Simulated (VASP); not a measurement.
PbI2: single point with PBEsol+D4

PbI2:

```
Pb I
1.0
     4.56408    0.00000    0.00000
    -2.28204    3.95261    0.00000
     0.00000    0.00000    7.04751
Pb I
1 2
Cartesian
  0.0000 0.0000 0.0000
  0.0000 2.6351 1.8796
  2.2820 1.3175 5.1679
```

```json
{"Program": "VASP 6.6.1", "Task": "single point", "Functional": "PBEsol", "Dispersion": "D4", "Potentials or basis": "VASP PAW PBE potentials, release 64 (Pb_d, I)", "Cutoff": "500 eV", "k mesh": "6 × 6 × 4", "Occupations": "gaussian, width 0.01 eV", "Spin": "no spin polarisation"}
```

```json
{
 "Pressure": "-1.2 GPa",
 "Largest force": "0.103 eV/Å",
 "Band gap on the k mesh": "2.13 eV",
 "Dispersion energy per atom": "-0.195 eV"
}
```

Forces on the atoms (eV/Å):
```
Pb   0.000  0.000  0.000
I    0.000  0.000 -0.103
I    0.000  0.000  0.103
```

Levels at points of the mesh, in eV from the valence-band top:
| k point | band 12 | band 13 | band 14 | band 15 | band 16 | band 17 |
| --- | --- | --- | --- | --- | --- | --- |
| (0.00, 0.00, 0.00) | -0.89 | -0.89 | -0.74 | 2.40 | 3.30 | 3.30 |
| (0.50, 0.00, 0.00) | -1.59 | -0.75 | -0.39 | 2.76 | 3.60 | 4.57 |
| (0.00, 0.00, 0.50) | -0.71 | -0.71 | 0.00 | 2.13 | 3.12 | 3.12 |
| (0.50, 0.00, 0.50) | -1.35 | -1.12 | -0.70 | 3.10 | 3.63 | 4.04 |

Run time: 110 s on 1 thread of Intel Xeon 8259CL (shared host), peak memory 0.27 GiB.

Caveat: the PAW data sets were made with another functional, which shifts forces and pressure a little; spin-orbit coupling is left out, which moves the levels of the heavy elements. A k mesh can miss the band edges.
